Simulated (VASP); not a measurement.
# V (P6/mmm) in VASP: a series of runs

Runs on V. Level: BLYP. Tasks: single point.

Program: VASP 6.6.1. These are calculated values, not measurements. Logs are shortened: lines on timing, memory, paths and dates and some standing lists are left out, and cuts for length are marked.

## Step 1: The cell of the first run

It takes space group P6/mmm (No. 191, hexagonal). Conventional cell: a = 4.509 Å, b = 4.509 Å, c = 2.401 Å, α = 90.00°, β = 90.00°, γ = 120.00°. V (site symmetry 6/mmm) has 14 V at 2.40 to 2.87 Å within 3.2 Å. V (site symmetry -6m2) has 11 V at 2.40 to 2.87 Å within 3.2 Å.

## Step 2: Single point, BLYP

Input file INCAR:

```
PREC = Accurate ; ENCUT = 520
EDIFF = 1E-7 ; ISMEAR = -1
SIGMA = 0.1 ; LREAL = F
LASPH = T ; NELM = 100
ALGO = Normal ; ISIF = 2
LWAVE = F ; LCHARG = F
GGA = B5 ; ALDAX = 1.0
AGGAX = 1.0 ; AGGAC = 1.0
ALDAC = 0.0 ; NBANDS = 26
```

Input file KPOINTS:

```
Automatic mesh
0
Gamma
  9 9 12
```

Input file POSCAR:

```
V
1.0
    4.5092890627      0.0000000000      0.0000000000
   -2.2546445314      3.9051588813      0.0000000000
    0.0000000000      0.0000000000      2.4009588991
V
3
Direct
    1.0000000000      1.0000000000      0.0000000000
    0.3333333333      0.6666666667      0.5000000000
    0.6666666667      0.3333333333      0.5000000000
```

Potentials or basis: VASP PAW PBE potentials, release 64 (V_sv).

The run is started by

```
> cat potpaw_PBE.64/V_sv/POTCAR > POTCAR
> mpirun -np 1 vasp_std > vasp.out
```

OUTCAR:

```text
PREC = Accurate
   ENCUT = 520
   EDIFF = 1E-7
   ISMEAR = -1
   LREAL = F
   LASPH = T
   NELM = 100
   ISIF = 2
   GGA = B5

 ion  position               nearest neighbor table
   1  0.000  0.000  0.000-   2 2.87   3 2.87   2 2.87   3 2.87   3 2.87   3 2.87   2 2.87   2 2.87
                             3 2.87   3 2.87   2 2.87   2 2.87
   2  0.333  0.667  0.500-   3 2.60   3 2.60   3 2.60   1 2.87   1 2.87   1 2.87   1 2.87   1 2.87
                             1 2.87
   3  0.667  0.333  0.500-   2 2.60   2 2.60   2 2.60   1 2.87   1 2.87   1 2.87   1 2.87   1 2.87
                             1 2.87

  LATTYP: Found a hexagonal cell.
 ALAT       =     4.5092890627
 C/A-ratio  =     0.5324473250

  Lattice vectors:

 A1 = (   4.5092890627,   0.0000000000,   0.0000000000)
 A2 = (  -2.2546445314,   3.9051588813,   0.0000000000)
 A3 = (   0.0000000000,   0.0000000000,   2.4009588991)

Analysis of symmetry for initial positions (statically):
=====================================================================
 Subroutine PRICEL returns:
 Original cell was already a primitive cell.

 Routine SETGRP: Setting up the symmetry group for a
 hexagonal supercell.

 Subroutine GETGRP returns: Found 24 space group operations
 (whereof 24 operations were pure point group operations)
 out of a pool of 24 trial point group operations.

The static configuration has the point symmetry D_6h.

Analysis of symmetry for dynamics (positions and initial velocities):
=====================================================================
 Subroutine PRICEL returns:
 Original cell was already a primitive cell.

 Routine SETGRP: Setting up the symmetry group for a
 hexagonal supercell.

 Subroutine GETGRP returns: Found 24 space group operations
 (whereof 24 operations were pure point group operations)
 out of a pool of 24 trial point group operations.

The dynamic configuration has the point symmetry D_6h.

 Subroutine INISYM returns: Found 24 space group operations
 (whereof 24 operations are pure point group operations),
 and found     1 'primitive' translations

----------------------------------------------------------------------------------------

                                     Primitive cell

  volume of cell :      42.2797

  direct lattice vectors                    reciprocal lattice vectors
     4.509289063  0.000000000  0.000000000     0.221764448  0.128035764  0.000000000
    -2.254644531  3.905158881  0.000000000     0.000000000  0.256071528  0.000000000
     0.000000000  0.000000000  2.400958899     0.000000000  0.000000000  0.416500258

  length of vectors
     4.509289063  4.509289063  2.400958899     0.256071528  0.256071528  0.416500258

  position of ions in fractional coordinates (direct lattice)
     0.000000000  0.000000000  0.000000000
     0.333333333  0.666666667  0.500000000
     0.666666667  0.333333333  0.500000000

  ion indices of the primitive-cell ions
   primitive index   ion index
                 1           1
                 2           2
                 3           3

----------------------------------------------------------------------------------------

 KPOINTS: Automatic mesh

Automatic generation of k-mesh.
 Grid dimensions read from file:
 generate k-points for:    9    9   12

 Generating k-lattice:

  Cartesian coordinates                     Fractional coordinates (reciprocal lattice)
     0.024640494  0.014226196  0.000000000     0.111111111  0.000000000  0.000000000
     0.000000000  0.028452392  0.000000000     0.000000000  0.111111111  0.000000000
     0.000000000  0.000000000  0.034708355     0.000000000  0.000000000  0.083333333

  Length of vectors
     0.028452392  0.028452392  0.034708355

  Shift w.r.t. Gamma in fractional coordinates (k-lattice)
     0.000000000  0.000000000  0.000000000

 Subroutine IBZKPT returns following result:
 ===========================================

 Found     84 irreducible k-points:

 Following reciprocal coordinates:
            Coordinates               Weight
  0.000000  0.000000  0.000000      1.000000
  0.111111  0.000000  0.000000      6.000000
  0.222222  0.000000  0.000000      6.000000
  0.333333  0.000000  0.000000      6.000000
  0.444444  0.000000  0.000000      6.000000
  0.111111  0.111111  0.000000      6.000000
[... 16 lines left out ...]
  0.333333  0.222222  0.083333     24.000000
  0.333333  0.333333  0.083333      4.000000
 [... further k-points ...]
   k-points           NKPTS =     84   k-points in BZ     NKDIM =     84   number of bands    NBANDS=     26
   number of dos      NEDOS =    301   number of ions     NIONS =      3
   total plane-waves  NPLWV =  23328
   dimension x,y,z NGX =    36 NGY =   36 NGZ =   18
   dimension x,y,z NGXF=    72 NGYF=   72 NGZF=   36
   ions per type =               3
   NGX,Y,Z   is equivalent  to a cutoff of  13.27, 13.27, 12.46 a.u.
   NGXF,Y,Z  is equivalent  to a cutoff of  26.54, 26.54, 24.93 a.u.
 SYSTEM =  unknown system
   PREC   = accura    normal or accurate (medium, high low for compatibility)
   ISTART =      0    job   : 0-new  1-cont  2-samecut
   ICHARG =      2    charge: 1-file 2-atom 10-const
   ISPIN  =      1    spin polarized calculation?
   LNONCOLLINEAR =      F non collinear calculations
   LSORBIT =      F    spin-orbit coupling
   LASPH  =      T    aspherical Exc in radial PAW
   ENCUT  =  520.0 eV  38.22 Ry    6.18 a.u.   8.38  8.38  4.46*2*pi/ulx,y,z
   NELM   =    100;   NELMIN=  2; NELMDL= -5     # of ELM steps
   EDIFF  = 0.1E-06   stopping-criterion for ELM
   LREAL  =      F    real-space projection
   EDIFFG = 0.1E-05   stopping-criterion for IOM
   NSW    =      0    number of steps for IOM
   IBRION =     -1    ionic relax: 0-MD 1-quasi-New 2-CG
   NFREE  =      0    steps in history (QN), initial steepest desc. (CG)
   ISIF   =      2    stress and relaxation
   ISYM   =      2    0-nonsym 1-usesym 2-fastsym
   POTIM  = 0.5000    time-step for ionic-motion
   TEBEG  =    0.0;   TEEND  =   0.0 temperature during run
   PSTRESS=    0.0 pullay stress
   NELECT =      39.0000    total number of electrons
   NUPDOWN=      -1.0000    fix difference up-down
   EMIN   =  10.00;   EMAX   =-10.00  energy-range for DOS
   EFERMI =   0.00;   METHOD = LEGACY
   ISMEAR =    -1;   SIGMA  =   0.10  broadening in eV -4-tet -1-fermi 0-gaus
   EFERMI_NEDOS =   21; number of points for ismear=-14 and -15
   IALGO  =     38    algorithm
   IMIX   =      4    mixing-type and parameters
     AMIX     =   0.40;   BMIX     =  1.00
     AMIX_MAG =   1.60;   BMIX_MAG =  1.00
  volume/ion in A,a.u.               =      14.09        95.11
  Fermi-wavevector in a.u.,A,eV,Ry     =   1.593624  3.011513 34.553866  2.539637
  Thomas-Fermi vector in A             =   2.691825
   LORBIT       =      0    0 simple, 1 ext, 2 COOP (PROOUT), +10 PAW based schemes
   GGA     = B5    functional components
   LHFCALC =     F    Hartree Fock is set to
   AEXX    =    0.0000 exact exchange contribution
   IVDW    =     0    specifies the selected vdW correction
   LEPSILON=     F    determine dielectric tensor
   LRPA    =     F    only Hartree local field effects (RPA)
 non-spin polarized calculation
  energy-cutoff  :      520.00
  volume of cell :       42.28
 maximum number of plane-waves:      1173
 NGX is ok and might be reduce to    36
   NGX = 17   NGY = 17   NGZ =  9

 number of electron      38.9999998 magnetization

 Free energy of the ion-electron system (eV)
  ---------------------------------------------------
  ext. energy  EPLUGINS =         0.00000000
  ---------------------------------------------------
  free energy    TOTEN  =       -23.25269693 eV

  energy without entropy =      -23.11928491  energy(sigma->0) =      -23.18599092

 E-fermi :   9.8038     XC(G=0): -12.0888

 val. band max:        9.7992205819   @ k =   0.2222   0.2222   0.5000
 cond. band min:       9.8055955613   @ k =   0.2222   0.1111   0.1667
 fundamental gap:      0.0063749794
 Fermi energy:         9.8038265088

 k-point     1 :       0.0000    0.0000    0.0000
  band No.  band energies     occupation
      1     -53.8987      2.00000
      2     -53.7834      2.00000
      3     -53.7206      2.00000
      4     -28.0339      2.00000
      5     -28.0339      2.00000
      6     -27.9584      2.00000
[... 18 lines left out ...]
     25      12.0872      0.00000
     26      12.0872      0.00000

 k-point     2 :       0.1111    0.0000    0.0000
  band No.  band energies     occupation
      1     -53.8938      2.00000
      2     -53.7849      2.00000
      3     -53.7240      2.00000
      4     -28.0776      2.00000
      5     -28.0640      2.00000
      6     -27.9095      2.00000
[... 18 lines left out ...]
     25      12.2908      0.00000
     26      12.3121      0.00000

 k-point     3 :       0.2222    0.0000    0.0000
  band No.  band energies     occupation
      1     -53.8802      2.00000
      2     -53.7892      2.00000
      3     -53.7337      2.00000
      4     -28.1346      2.00000
      5     -28.0779      2.00000
      6     -27.8375      2.00000
[... 18 lines left out ...]
     25      12.5014      0.00000
     26      12.5623      0.00000

 k-point     4 :       0.3333    0.0000    0.0000
  band No.  band energies     occupation
      1     -53.8607      2.00000
      2     -53.7958      2.00000
      3     -53.7468      2.00000
      4     -28.1774      2.00000
      5     -28.0474      2.00000
      6     -27.7780      2.00000
[... 18 lines left out ...]
     25      12.6560      0.00000
     26      12.6990      0.00000
[... 496 lines left out ...]
      1     -53.8378      2.00000
      2     -53.7839      2.00000
      3     -53.7434      2.00000
      4     -28.1184      2.00000
      5     -28.0741      2.00000
      6     -27.8180      2.00000
[... 18 lines left out ...]
     25      12.1946      0.00000
     26      12.6489      0.00000

 k-point    23 :       0.3333    0.2222    0.0833
  band No.  band energies     occupation
      1     -53.8247      2.00000
      2     -53.7839      2.00000
      3     -53.7567      2.00000
      4     -28.1191      2.00000
      5     -28.0196      2.00000
      6     -27.9166      2.00000
[... 18 lines left out ...]
     25      11.9872      0.00000
     26      12.4061      0.00000

 k-point    24 :       0.3333    0.3333    0.0833
  band No.  band energies     occupation
      1     -53.8211      2.00000
      2     -53.7721      2.00000
      3     -53.7721      2.00000
      4     -28.0789      2.00000
      5     -27.9986      2.00000
      6     -27.9986      2.00000
[... 18 lines left out ...]
     25      12.0773      0.00000
     26      12.0773      0.00000

 [... further k-points ...]
[... 5 lines left out ...]
  --------------------------------------------------------------------------------------
  -------------------------------------------------------------------------------------
  Total        0.0668512      0.0668512      0.1254609     -0.0000000      0.0000000      0.0000000
  in kB        2.5333098      2.5333098      4.7543109     -0.0000000      0.0000000      0.0000000
  external PRESSURE =       3.2736435 kB  Pullay stress =       0.0000000 kB

 VOLUME and BASIS-vectors are now :
 -----------------------------------------------------------------------------
  energy-cutoff  :      520.00
  volume of cell :       42.28
      direct lattice vectors                 reciprocal lattice vectors
     4.509289063  0.000000000  0.000000000     0.221764448  0.128035764  0.000000000
    -2.254644531  3.905158881  0.000000000     0.000000000  0.256071528  0.000000000
     0.000000000  0.000000000  2.400958899     0.000000000  0.000000000  0.416500258

 POSITION                                       TOTAL-FORCE (eV/Angst)
 -----------------------------------------------------------------------------------
      0.00000      0.00000      0.00000         0.000000     -0.000000      0.000000
     -0.00000      2.60344      1.20048         0.000000     -0.000000     -0.000000
      2.25464      1.30172      1.20048        -0.000000      0.000000      0.000000
 -----------------------------------------------------------------------------------
    total drift:                                0.000000      0.000000     -0.000000

  FREE ENERGIE OF THE ION-ELECTRON SYSTEM (eV)
  ---------------------------------------------------
  free  energy   TOTEN  =       -23.2526969295 eV

  energy  without entropy=      -23.1192849121  energy(sigma->0) =      -23.18599092
```

Wall time 72 s (1 thread of Intel Xeon 6975P-C (Granite Rapids), shared host); peak memory 0.19 GiB.

Results:

```
Free energy : -23.2527 eV
Pressure    : 0.3 GPa
```

Caveat: the PAW data sets were made with another functional, which shifts forces and pressure a little.

## Step 3: Single point, BLYP (volume scaled by 0.88)

Input file INCAR:

```
  PREC = Accurate
  ENCUT = 520
  EDIFF = 1E-7
  ISMEAR = -1
  SIGMA = 0.1
  LREAL = False
  LASPH = True
  NELM = 60
  ALGO = Normal
  ISIF = 2
  LWAVE = False
  LCHARG = False
  GGA = B5
  ALDAX = 1.0
  AGGAX = 1.0
  AGGAC = 1.0
  ALDAC = 0.0
  NBANDS = 26
```

Input file KPOINTS:

```
Automatic mesh
0
Gamma
  9 9 15
```

Input file POSCAR:

```
V
1.0
    4.3211794313      0.0000000000      0.0000000000
   -2.1605897156      3.7422511618      0.0000000000
    0.0000000000      0.0000000000      2.3008004290
V
3
Direct
    1.0000000000      1.0000000000      0.0000000000
    0.3333333333      0.6666666667      0.5000000000
    0.6666666667      0.3333333333      0.5000000000
```

Potentials or basis: VASP PAW PBE potentials, release 64 (V_sv).

The run is started by

```
> cat potpaw_PBE.64/V_sv/POTCAR > POTCAR
> mpirun -np 1 vasp_std > vasp.out
```

OUTCAR:

```text
PREC = Accurate
   ENCUT = 520
   EDIFF = 1E-7
   ISMEAR = -1
   LREAL = False
   LASPH = True
   NELM = 60
   ISIF = 2
   GGA = B5

 ion  position               nearest neighbor table
   1  0.000  0.000  0.000-   2 2.75   3 2.75   2 2.75   3 2.75   2 2.75   2 2.75   3 2.75   3 2.75
                             3 2.75   3 2.75   2 2.75   2 2.75
   2  0.333  0.667  0.500-   3 2.49   3 2.49   3 2.49   1 2.75   1 2.75   1 2.75   1 2.75   1 2.75
                             1 2.75
   3  0.667  0.333  0.500-   2 2.49   2 2.49   2 2.49   1 2.75   1 2.75   1 2.75   1 2.75   1 2.75
                             1 2.75

  LATTYP: Found a hexagonal cell.
 ALAT       =     4.3211794313
 C/A-ratio  =     0.5324473250

  Lattice vectors:

 A1 = (   4.3211794313,   0.0000000000,   0.0000000000)
 A2 = (  -2.1605897156,   3.7422511618,   0.0000000000)
 A3 = (   0.0000000000,   0.0000000000,   2.3008004290)

Analysis of symmetry for initial positions (statically):
=====================================================================
 Subroutine PRICEL returns:
 Original cell was already a primitive cell.

 Routine SETGRP: Setting up the symmetry group for a
 hexagonal supercell.

[... 166 lines left out ...]

 E-fermi :  11.4588     XC(G=0): -12.7731

 val. band max:       11.4539879092   @ k =   0.3333   0.1111   0.3333
 cond. band min:      11.4647969425   @ k =   0.3333   0.2222   0.4667
 fundamental gap:      0.0108090333
 Fermi energy:        11.4587893699

 k-point     1 :       0.0000    0.0000    0.0000
  band No.  band energies     occupation
      1     -52.1891      2.00000
      2     -51.9796      2.00000
      3     -51.9145      2.00000
      4     -26.3713      2.00000
      5     -26.3713      2.00000
      6     -26.2320      2.00000
[... 685 lines left out ...]
     25      14.0993      0.00000
     26      14.0993      0.00000

 [... further k-points ...]

------------------------ aborting loop because EDIFF is reached ----------------------------------------

  FORCE on cell =-STRESS in cart. coord.  units (eV):
  Direction    XX          YY          ZZ          XY          YZ          ZX
  --------------------------------------------------------------------------------------
  -------------------------------------------------------------------------------------
  Total        6.0695929      6.0695929      6.6446810      0.0000000     -0.0000000      0.0000000
  in kB      261.3701342    261.3701342    286.1347058      0.0000000     -0.0000000      0.0000000
  external PRESSURE =     269.6249914 kB  Pullay stress =       0.0000000 kB

 VOLUME and BASIS-vectors are now :
 -----------------------------------------------------------------------------
  energy-cutoff  :      520.00
  volume of cell :       37.21
      direct lattice vectors                 reciprocal lattice vectors
     4.321179431  0.000000000  0.000000000     0.231418300  0.133609418  0.000000000
    -2.160589716  3.742251162  0.000000000     0.000000000  0.267218836  0.000000000
     0.000000000  0.000000000  2.300800429     0.000000000  0.000000000  0.434631352

 POSITION                                       TOTAL-FORCE (eV/Angst)
 -----------------------------------------------------------------------------------
      0.00000      0.00000      0.00000         0.000000      0.000000      0.000000
     -0.00000      2.49483      1.15040         0.000000      0.000000      0.000000
      2.16059      1.24742      1.15040        -0.000000     -0.000000      0.000000
 -----------------------------------------------------------------------------------
    total drift:                               -0.000000      0.000000      0.000000

  FREE ENERGIE OF THE ION-ELECTRON SYSTEM (eV)
  ---------------------------------------------------
  free  energy   TOTEN  =       -22.8586272964 eV

  energy  without entropy=      -22.7496942088  energy(sigma->0) =      -22.80416075
```

stdout:

```text
POSCAR found type information on POSCAR V
 POSCAR found :  1 types and       3 ions
 scaLAPACK will be used
 -----------------------------------------------------------------------------
|                                                                             |
|                                                                             |
|     You enforced a specific xc type in the INCAR file but a different       |
|     I HOPE YOU KNOW WHAT YOU ARE DOING!                                     |
|                                                                             |
 -----------------------------------------------------------------------------

 LDA part: xc-table for (Slater(with rela. corr.)+VWN5), standard interpolation
 POSCAR, INCAR and KPOINTS ok, starting setup
 FFT: planning ... GRIDC
 FFT: planning ... GRID_SOFT
 FFT: planning ... GRID
 WAVECAR not read
 entering main loop
```

Wall time 54 s (1 thread of Intel Xeon 6975P-C (Granite Rapids), shared host); peak memory 0.19 GiB.

Results:

- Free energy: -22.8586 eV
- Pressure: 27.0 GPa

Stress tensor (GPa, compression positive):
```
26.14  0.00  0.00
 0.00 26.14  0.00
 0.00  0.00 28.61
```

Levels at points of the mesh, in eV from the Fermi level:
```
           k point  band 16  band 17  band 18  band 19  band 20  band 21  band 22  band 23  band 24  band 25
(0.00, 0.00, 0.00)    -1.42    -1.42    -1.41    -1.41    -1.08     0.46     0.46     2.61     2.61     2.61
```

Caveat: the PAW data sets were made with another functional, which shifts forces and pressure a little.
